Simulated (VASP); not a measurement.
Input of a VASP 6.6.1 run:

The input INCAR:

```
SYSTEM = Ge
PREC = Accurate ; ENCUT = 520
EDIFF = 1E-7 ; ISMEAR = -1
SIGMA = 0.08 ; LREAL = .False.
LASPH = .True. ; NELM = 100
ALGO = Normal ; ISIF = 2
LWAVE = .False. ; LCHARG = .False.
GGA = CA ; NBANDS = 28
```

KPOINTS

```
Automatic mesh
0
Gamma
  8 8 11
  0 0 0
```

The input POSCAR:

```
Ge
1.0
    4.7683231309      0.0000000000      0.0000000000
   -2.3841615655      4.1294889648      0.0000000000
    0.0000000000      0.0000000000      2.6904888473
Ge
3
Direct
    0.0000000000      0.0000000000      0.0000000000
    0.3333333333      0.6666666667      0.5000000000
    0.6666666667      0.3333333333      0.5000000000
```

Potentials or basis: VASP PAW LDA potentials, release 64 (Ge_d).

Command:

```bash
$ cat potpaw_LDA.64/Ge_d/POTCAR > POTCAR
$ mpirun -np 1 vasp_std > vasp.out
```

Problem. Predict the pressure.

Solution. 1.6 GPa.

Problem. What does it give for the band gap on the k mesh?

Solution. Zero (bands 21 and 22 overlap by 5.21 eV).
